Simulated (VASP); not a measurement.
# C (Fd-3m) in VASP: further runs

Runs on C. Level: r2SCAN. Tasks: single point, relaxation of the atoms.

Everything below comes from runs of VASP 6.6.1. Logs are shortened: lines on timing, memory, paths and dates and some standing lists are left out, and cuts for length are marked.

## (1) The cell of the first run

It takes space group Fd-3m (No. 227, cubic). The conventional cell has a = 3.525 Å, b = 3.525 Å, c = 3.525 Å, α = 90.00°, β = 90.00°, γ = 90.00°. Within 2.0 Å of C (site symmetry -43m) lie 4 C at 1.53 Å.

## (2) Single point, r2SCAN (strained cell)

POSCAR

```
C
1.0
    0.0000000000      1.7623370986      1.7623370986
    1.7623370986      0.0000000000      1.7623370986
    1.7623370986      1.7623370986      0.0000000000
C
2
Direct
    0.0000000000      0.0000000000      0.0000000000
    0.2500000000      0.2500000000      0.2500000000
```

INCAR.step1

```
SYSTEM = C
PREC = Accurate ; ENCUT = 660
ISMEAR = 0 ; SIGMA = 0.02
LREAL = .FALSE. ; LASPH = .TRUE.
NELM = 120 ; NBANDS = 11
GGA = PE ; ALGO = Normal
EDIFF = 1E-5 ; LWAVE = .TRUE.
LCHARG = .FALSE. ; GGA_COMPAT = .FALSE.
```

INCAR.step2

```
SYSTEM = C
PREC = Accurate ; ENCUT = 660
EDIFF = 1E-6 ; ISMEAR = 0
SIGMA = 0.02 ; LREAL = .FALSE.
LASPH = .TRUE. ; NELM = 120
ALGO = Normal ; ISIF = 2
LWAVE = .FALSE. ; LCHARG = .FALSE.
METAGGA = R2SCAN ; LMIXTAU = .TRUE.
NBANDS = 11 ; ISTART = 1
GGA_COMPAT = .FALSE.
```

KPOINTS

```
regular mesh
0
G
  10 10 10
  0 0 0
```

Potentials or basis: VASP PAW PBE potentials, release 64 (C).

Run with:

```sh
cat potpaw_PBE.64/C/POTCAR > POTCAR
cp INCAR.step1 INCAR
mpirun -np 1 vasp_std > vasp.out
cp INCAR.step2 INCAR
mpirun -np 1 vasp_std > vasp.out
```

OUTCAR:

```text
SYSTEM = C
   PREC = Accurate
   ENCUT = 660
   EDIFF = 1E-6
   ISMEAR = 0
   LREAL = .FALSE.
   LASPH = .TRUE.
   NELM = 120
   ISIF = 2
   METAGGA = R2SCAN
   ISTART = 1

 ion  position               nearest neighbor table
   1  0.000  0.000  0.000-   2 1.53   2 1.53   2 1.53   2 1.53
   2  0.250  0.250  0.250-   1 1.53   1 1.53   1 1.53   1 1.53

  LATTYP: Found a face centered cubic cell.
 ALAT       =     3.5246741972

  Lattice vectors:

 A1 = (   0.0000000000,   1.7623370986,   1.7623370986)
 A2 = (   1.7623370986,   0.0000000000,   1.7623370986)
 A3 = (   1.7623370986,   1.7623370986,   0.0000000000)

Analysis of symmetry for initial positions (statically):
=====================================================================
 Subroutine PRICEL returns:
 Original cell was already a primitive cell.

 Routine SETGRP: Setting up the symmetry group for a
 face centered cubic supercell.

 Subroutine GETGRP returns: Found 48 space group operations
 (whereof 24 operations were pure point group operations)
 out of a pool of 48 trial point group operations.

The static configuration has the point symmetry T_d .
 The point group associated with its full space group is O_h .

Analysis of symmetry for dynamics (positions and initial velocities):
=====================================================================
 Subroutine PRICEL returns:
 Original cell was already a primitive cell.

 Routine SETGRP: Setting up the symmetry group for a
 face centered cubic supercell.

 Subroutine GETGRP returns: Found 48 space group operations
 (whereof 24 operations were pure point group operations)
 out of a pool of 48 trial point group operations.

The dynamic configuration has the point symmetry T_d .
 The point group associated with its full space group is O_h .

 Subroutine INISYM returns: Found 48 space group operations
 (whereof 24 operations are pure point group operations),
 and found     1 'primitive' translations

----------------------------------------------------------------------------------------

                                     Primitive cell

  volume of cell :      10.9470

  direct lattice vectors                    reciprocal lattice vectors
     0.000000000  1.762337099  1.762337099    -0.283714166  0.283714166  0.283714166
     1.762337099  0.000000000  1.762337099     0.283714166 -0.283714166  0.283714166
     1.762337099  1.762337099  0.000000000     0.283714166  0.283714166 -0.283714166

  length of vectors
     2.492321026  2.492321026  2.492321026     0.491407350  0.491407350  0.491407350

  position of ions in fractional coordinates (direct lattice)
     0.000000000  0.000000000  0.000000000
     0.250000000  0.250000000  0.250000000

  ion indices of the primitive-cell ions
   primitive index   ion index
                 1           1
                 2           2

----------------------------------------------------------------------------------------

 KPOINTS: regular mesh

Automatic generation of k-mesh.
 Grid dimensions read from file:
 generate k-points for:   10   10   10

 Generating k-lattice:

  Cartesian coordinates                     Fractional coordinates (reciprocal lattice)
    -0.028371417  0.028371417  0.028371417     0.100000000  0.000000000  0.000000000
     0.028371417 -0.028371417  0.028371417     0.000000000  0.100000000  0.000000000
     0.028371417  0.028371417 -0.028371417     0.000000000  0.000000000  0.100000000

  Length of vectors
     0.049140735  0.049140735  0.049140735

  Shift w.r.t. Gamma in fractional coordinates (k-lattice)
     0.000000000  0.000000000  0.000000000

 Subroutine IBZKPT returns following result:
 ===========================================

 Found     47 irreducible k-points:

 Following reciprocal coordinates:
            Coordinates               Weight
  0.000000  0.000000  0.000000      1.000000
  0.100000  0.000000  0.000000      8.000000
  0.200000  0.000000  0.000000      8.000000
  0.300000  0.000000  0.000000      8.000000
  0.400000  0.000000  0.000000      8.000000
  0.500000  0.000000  0.000000      4.000000
[... 16 lines left out ...]
  0.300000  0.300000  0.000000      6.000000
  0.400000  0.300000  0.000000     24.000000
 [... further k-points ...]
   k-points           NKPTS =     47   k-points in BZ     NKDIM =     47   number of bands    NBANDS=     11
   number of dos      NEDOS =    301   number of ions     NIONS =      2
   total plane-waves  NPLWV =  13824
   dimension x,y,z NGX =    24 NGY =   24 NGZ =   24
   dimension x,y,z NGXF=    48 NGYF=   48 NGZF=   48
   ions per type =               2
   NGX,Y,Z   is equivalent  to a cutoff of  16.01, 16.01, 16.01 a.u.
   NGXF,Y,Z  is equivalent  to a cutoff of  32.02, 32.02, 32.02 a.u.
 SYSTEM =  C
   PREC   = accura    normal or accurate (medium, high low for compatibility)
   ISTART =      1    job   : 0-new  1-cont  2-samecut
   ICHARG =      0    charge: 1-file 2-atom 10-const
   ISPIN  =      1    spin polarized calculation?
   LNONCOLLINEAR =      F non collinear calculations
   LSORBIT =      F    spin-orbit coupling
   LASPH  =      T    aspherical Exc in radial PAW
   ENCUT  =  660.0 eV  48.51 Ry    6.96 a.u.   5.22  5.22  5.22*2*pi/ulx,y,z
   NELM   =    120;   NELMIN=  2; NELMDL=  0     # of ELM steps
   EDIFF  = 0.1E-05   stopping-criterion for ELM
   LREAL  =      F    real-space projection
   EDIFFG = 0.1E-04   stopping-criterion for IOM
   NSW    =      0    number of steps for IOM
   IBRION =     -1    ionic relax: 0-MD 1-quasi-New 2-CG
   NFREE  =      0    steps in history (QN), initial steepest desc. (CG)
   ISIF   =      2    stress and relaxation
   ISYM   =      2    0-nonsym 1-usesym 2-fastsym
   POTIM  = 0.5000    time-step for ionic-motion
   TEBEG  =    0.0;   TEEND  =   0.0 temperature during run
   PSTRESS=    0.0 pullay stress
   NELECT =       8.0000    total number of electrons
   NUPDOWN=      -1.0000    fix difference up-down
   EMIN   =  10.00;   EMAX   =-10.00  energy-range for DOS
   EFERMI =   0.00;   METHOD = LEGACY
   ISMEAR =     0;   SIGMA  =   0.02  broadening in eV -4-tet -1-fermi 0-gaus
   EFERMI_NEDOS =   21; number of points for ismear=-14 and -15
   IALGO  =     38    algorithm
   IMIX   =      4    mixing-type and parameters
     AMIX     =   0.40;   BMIX     =  1.00
     AMIX_MAG =   1.60;   BMIX_MAG =  1.00
  volume/ion in A,a.u.               =       5.47        36.94
  Fermi-wavevector in a.u.,A,eV,Ry     =   1.474594  2.786579 29.584888  2.174428
  Thomas-Fermi vector in A             =   2.589346
   LORBIT       =      0    0 simple, 1 ext, 2 COOP (PROOUT), +10 PAW based schemes
   METAGGA = R2SCAN    functional components
   LHFCALC =     F    Hartree Fock is set to
   AEXX    =    0.0000 exact exchange contribution
   IVDW    =     0    specifies the selected vdW correction
   LEPSILON=     F    determine dielectric tensor
   LRPA    =     F    only Hartree local field effects (RPA)
 non-spin polarized calculation
 Gauss-broadening in eV      SIGMA  =   0.02
  energy-cutoff  :      660.00
  volume of cell :       10.95
 maximum number of plane-waves:       444
 NGX is ok and might be reduce to    24
   NGX = 11   NGY = 11   NGZ = 11

 number of electron       8.0000000 magnetization

 Free energy of the ion-electron system (eV)
  ---------------------------------------------------
  ext. energy  EPLUGINS =         0.00000000
  ---------------------------------------------------
  free energy    TOTEN  =       -19.65245971 eV

  energy without entropy =      -19.65245971  energy(sigma->0) =      -19.65245971

 E-fermi :  10.3184     XC(G=0): -14.4531

 val. band max:       10.2335276557   @ k =   0.0000   0.0000   0.0000
 cond. band min:      14.6830256884   @ k =   0.4000   0.4000   0.0000
 fundamental gap:      4.4494980327
 Fermi energy:        10.3184404997

 k-point     1 :       0.0000    0.0000    0.0000
  band No.  band energies     occupation
      1     -12.9586      2.00000
      2      10.2335      2.00000
      3      10.2335      2.00000
      4      10.2335      2.00000
      5      16.1678      0.00000
      6      16.1678      0.00000
      7      16.1678      0.00000
      8      24.9141      0.00000
      9      31.1299      0.00000
     10      38.0225      0.00000
     11      38.0225      0.00000

 k-point     2 :       0.1000    0.0000    0.0000
  band No.  band energies     occupation
      1     -12.6626      2.00000
      2       8.3867      2.00000
      3       9.7374      2.00000
      4       9.7374      2.00000
      5      16.8193      0.00000
      6      16.8193      0.00000
      7      17.2411      0.00000
      8      25.1660      0.00000
      9      31.6128      0.00000
     10      35.4889      0.00000
     11      35.4889      0.00000

 k-point     3 :       0.2000    0.0000    0.0000
  band No.  band energies     occupation
      1     -11.7798      2.00000
      2       4.9009      2.00000
      3       8.7726      2.00000
      4       8.7726      2.00000
      5      18.0625      0.00000
      6      18.0625      0.00000
      7      18.6077      0.00000
      8      25.8545      0.00000
      9      32.4314      0.00000
     10      33.9020      0.00000
     11      33.9020      0.00000

 k-point     4 :       0.3000    0.0000    0.0000
  band No.  band energies     occupation
      1     -10.3321      2.00000
      2       1.2301      2.00000
      3       7.9073      2.00000
      4       7.9073      2.00000
      5      18.9438      0.00000
      6      18.9438      0.00000
      7      19.3924      0.00000
      8      26.6658      0.00000
      9      32.7809      0.00000
     10      34.2635      0.00000
     11      34.2635      0.00000

 k-point     5 :       0.4000    0.0000    0.0000
  band No.  band energies     occupation
      1      -8.3988      2.00000
      2      -2.1350      2.00000
      3       7.3490      2.00000
      4       7.3490      2.00000
      5      19.2319      0.00000
      6      19.2319      0.00000
      7      19.7602      0.00000
      8      27.1586      0.00000
      9      33.3569      0.00000
     10      36.3044      0.00000
     11      36.3044      0.00000
[... 211 lines left out ...]
 k-point    21 :      -0.3000    0.2000    0.0000
  band No.  band energies     occupation
      1      -8.0945      2.00000
      2      -0.2789      2.00000
      3       3.0514      2.00000
      4       6.9470      2.00000
      5      18.7942      0.00000
      6      20.8173      0.00000
      7      22.9856      0.00000
      8      25.9983      0.00000
      9      31.6192      0.00000
     10      32.5434      0.00000
     11      37.0622      0.00000

 k-point    22 :      -0.2000    0.2000    0.0000
  band No.  band energies     occupation
      1      -9.8523      2.00000
      2       2.6292      2.00000
      3       3.6863      2.00000
      4       8.0506      2.00000
      5      19.3446      0.00000
      6      19.4697      0.00000
      7      21.6291      0.00000
      8      25.1244      0.00000
      9      31.3086      0.00000
     10      32.9715      0.00000
     11      36.1008      0.00000

 k-point    23 :       0.3000    0.3000    0.0000
  band No.  band energies     occupation
      1      -9.4568      2.00000
      2       3.6079      2.00000
      3       4.8782      2.00000
      4       4.8782      2.00000
      5      14.7463      0.00000
      6      19.5080      0.00000
      7      24.4998      0.00000
      8      24.4998      0.00000
      9      32.8679      0.00000
     10      35.0679      0.00000
     11      42.5456      0.00000

 k-point    24 :       0.4000    0.3000    0.0000
  band No.  band energies     occupation
      1      -8.0446      2.00000
      2       1.4624      2.00000
      3       3.7019      2.00000
      4       4.3673      2.00000
      5      15.3517      0.00000
      6      18.8072      0.00000
      7      25.5846      0.00000
      8      25.6650      0.00000
      9      33.9114      0.00000
     10      35.1150      0.00000
     11      42.8420      0.00000

 [... further k-points ...]

------------------------ aborting loop because EDIFF is reached ----------------------------------------

  FORCE on cell =-STRESS in cart. coord.  units (eV):
  Direction    XX          YY          ZZ          XY          YZ          ZX
  --------------------------------------------------------------------------------------
  -------------------------------------------------------------------------------------
  Total        0.9947560      0.9947560      0.9947560     -0.0000000      0.0000000      0.0000000
  in kB      145.5895561    145.5895561    145.5895561     -0.0000000      0.0000000      0.0000000
  external PRESSURE =     145.5895561 kB  Pullay stress =       0.0000000 kB

 VOLUME and BASIS-vectors are now :
 -----------------------------------------------------------------------------
  energy-cutoff  :      660.00
  volume of cell :       10.95
      direct lattice vectors                 reciprocal lattice vectors
     0.000000000  1.762337099  1.762337099    -0.283714166  0.283714166  0.283714166
     1.762337099  0.000000000  1.762337099     0.283714166 -0.283714166  0.283714166
     1.762337099  1.762337099  0.000000000     0.283714166  0.283714166 -0.283714166

 POSITION                                       TOTAL-FORCE (eV/Angst)
 -----------------------------------------------------------------------------------
      0.00000      0.00000      0.00000        -0.000000     -0.000000     -0.000000
      0.88117      0.88117      0.88117         0.000000      0.000000      0.000000
 -----------------------------------------------------------------------------------
    total drift:                               -0.000000     -0.000000      0.000000

  FREE ENERGIE OF THE ION-ELECTRON SYSTEM (eV)
  ---------------------------------------------------
  free  energy   TOTEN  =       -19.6524597105 eV

  energy  without entropy=      -19.6524597105  energy(sigma->0) =      -19.65245971
```

Run time: 52 s. Hardware: 1 thread of AMD EPYC 7R13 (Zen 3), shared host; peak memory 0.1 GiB.

Results:

```
Free energy            : -19.6525 eV
Pressure               : 14.6 GPa
Band gap on the k mesh : 4.45 eV (least direct gap 5.93 eV)
```

Caveat: the cell differs from its parent crystal (strained cell); the cell stands under pressure; the PAW data sets were made with another functional, which shifts forces and pressure a little.

[end of part 1 of 2]
